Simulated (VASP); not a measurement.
Input of a VASP 6.6.1 run:

INCAR

```
SYSTEM = Re
PREC = Accurate
ENCUT = 520
EDIFF = 1E-7
ISMEAR = -1
SIGMA = 0.05
LREAL = .FALSE.
LASPH = .TRUE.
NELM = 150
ALGO = Normal
ISIF = 2
LWAVE = .FALSE.
LCHARG = .TRUE.
MAGMOM = 0 0 0 0 0 0
LORBIT = 11
LSORBIT = .TRUE.
GGA_COMPAT = .FALSE.
LORBMOM = .TRUE.
LMAXMIX = 4
GGA = PS
LVHAR = .TRUE.
NBANDS = 26
```

The input KPOINTS:

```
Automatic mesh
0
G
  11 11 6
  0 0 0
```

File POSCAR:

```
Re
1.0
    2.8149470801      0.0000000000      0.0000000000
   -1.4074735401      2.4378156817      0.0000000000
    0.0000000000      0.0000000000      4.5456378849
Re
2
Direct
    0.6666666667      0.3333333333      0.7500000000
    0.3333333333      0.6666666667      0.2500000000
```

Potentials or basis: VASP PAW PBE potentials, release 64 (Re).

Run with:

```console
$ cat potpaw_PBE.64/Re/POTCAR > POTCAR
$ mpirun -np 1 vasp_ncl > vasp.out
```

Predict the pressure.

-22.7 GPa.

What does it give for the net moment?

0.00 μB per cell.

Moments on the atoms (μB; x, y, z):
```
Re  0.00 0.00 0.00
Re  0.00 0.00 0.00
```

Caveat: the PAW data sets were made with another functional, which shifts forces and pressure a little.
